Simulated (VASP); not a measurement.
Set up this calculation in VASP 6.6.1, as the native input.

```
Task                   : single point
Functional             : PBE
Potentials or basis    : VASP PAW PBE potentials, release 64 (Al, B, N)
Cutoff                 : 520 eV
k mesh                 : 6 × 6 × 6
Occupations            : gaussian, width 0.1 eV
Spin                   : collinear spin, ferromagnetic start
Starting moments       : [0.0, 0.0, 0.0, 1.0] μB
Dipole correction      : no
Further INCAR settings : ALGO = Normal; EDIFF = 1e-06; NBANDS = 19
```

The structure of Al2BN lies in POSCAR:

```
Al2BN
1.0
    2.3029021072      1.3295811515      2.5845673549
   -2.3029021072      1.3295811515      2.5845673549
    0.0000000000     -2.6591623031      2.5845673549
Al B N
2 1 1
Direct
    0.2627243971      0.2627243971      0.2627243971
    0.7372756029      0.7372756029      0.7372756029
    0.0000000000      0.0000000000      0.0000000000
    0.5000000000      0.5000000000      0.5000000000
```

The cell was built from a structure type or drawn by symmetry, and may not be a known phase.

These files were run (other wordings do the same):

INCAR

```
PREC = Accurate
ENCUT = 520
EDIFF = 1E-6
ISMEAR = 0
SIGMA = 0.1
LREAL = F
LASPH = T
NELM = 150
ALGO = Normal
ISIF = 2
LWAVE = F
LCHARG = F
ISPIN = 2
MAGMOM = 0 0 0 1
LORBIT = 11
GGA = PE
NBANDS = 19
```

KPOINTS

```
regular mesh
0
Gamma
  6 6 6
```

Potentials or basis: VASP PAW PBE potentials, release 64 (Al, B, N).

The run is started by

```bash
$ cat potpaw_PBE.64/Al/POTCAR potpaw_PBE.64/B/POTCAR potpaw_PBE.64/N/POTCAR > POTCAR
$ mpirun -np 1 vasp_std > vasp.out
```

It gave:

```json
{"Pressure": "-0.1 GPa", "Largest force": "0.017 eV/Å", "Band gap on the k mesh": "zero (filled and empty bands overlap)", "Net moment": "0.00 μB per cell", "Valence electrons inside the program's atomic spheres": "Al 0.76; B 1.75; N 3.66"}
```

Run time: 82 s on 1 thread of Intel Xeon 8259CL, on a shared host, peak memory 0.19 GiB.
